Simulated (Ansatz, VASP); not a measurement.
## Tl: VASP beside Ansatz

```xyz
2
Lattice="3.4093 0.0000 0.0000 -1.7046 2.9525 0.0000 0.0000 0.0000 5.4503" Properties=species:S:1:pos:R:3 pbc="T T T"
Tl    1.7046    0.9842    4.0877
Tl    0.0000    1.9684    1.3626
```

Alike in both runs: task single point; functional b88 exchange, pbe correlation; k mesh 9 × 9 × 5; collinear spin.

|  | VASP | Ansatz |
| --- | --- | --- |
| version | VASP 6.6.1 | Ansatz 0.2.0 |
| potentials or method | VASP PAW PBE potentials, release 64 (Tl_d) | Ansatz PAW |
| plane-wave cutoff (eV) | 500 | 420 |
| occupations | methfessel-paxton of order 1, width 0.15 eV | cold, width 0.15 eV |
| valence electrons in the cell | 26 | 26 |

VASP gave:

- gap on the k mesh at the Fermi level (eV): none
- pressure (GPa): 5.1
- traceless stress, the component that is largest in VASP (GPa): 1.06
- net moment per atom (μB): 0.00

Estimate Ansatz's values.

gap on the k mesh at the Fermi level (eV): none; pressure (GPa): 5.2; traceless stress, the component that is largest in VASP (GPa): 1.26; net moment per atom (μB): 0.00.

VASP's potentials were made for PBE, not for b88 exchange, pbe correlation. A gap of «none» marks a metal or a gap that the smearing closes.

Spin-orbit coupling is off throughout.
